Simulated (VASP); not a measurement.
## LiBBr4: single point with PBE

LiBBr4:

```
Li B Br
1.0
     4.67230    0.00000    0.00000
     0.00000    4.67230    0.00000
     0.00000    0.00000    9.20397
Li B Br
1 1 4
Cartesian
  0.0000 0.0000 0.0000
  2.3362 2.3362 4.6020
  0.0000 0.0000 5.9862
  2.3362 0.0000 0.0000
  0.0000 2.3362 0.0000
  0.0000 0.0000 3.2178
```

```
Program                 : VASP 6.6.1
Task                    : single point
Functional              : PBE
Potentials or basis     : VASP PAW PBE potentials, release 64 (Li_sv, B, Br)
Cutoff                  : 520 eV
k mesh                  : 8 × 8 × 6
Occupations             : gaussian, width 0.1 eV
Spin                    : no spin polarisation
Dipole correction       : no
k mesh for the DOS      : 12 × 12 × 9
Occupations for the DOS : tetrahedron
Further INCAR settings  : ALGO = Normal; EDIFF = 1e-06
```

| Property | Result |
| --- | --- |
| Valence electrons inside the program's atomic spheres | Li 2.10; B 1.20; Br 4.72, 4.84 (each value once) |

Levels at points of the mesh, in eV from the Fermi level:
| k point | band 14 | band 15 | band 16 | band 17 | band 18 | band 19 | band 20 | band 21 |
| --- | --- | --- | --- | --- | --- | --- | --- | --- |
| (0.00, 0.00, 0.00) | -1.15 | -0.63 | -0.10 | -0.10 | 0.11 | 0.56 | 1.08 | 1.08 |
| (0.50, 0.00, 0.00) | -1.53 | -1.39 | -1.09 | -1.00 | 0.16 | 0.31 | 0.60 | 0.97 |
| (0.50, 0.50, 0.00) | -0.86 | -0.86 | -0.27 | 0.07 | 0.48 | 0.73 | 1.09 | 1.09 |

Wall time 6.3 min on 1 thread of Intel(R) Xeon(R) 6975P-C (Granite Rapids) (shared host), peak memory 0.66 GiB.
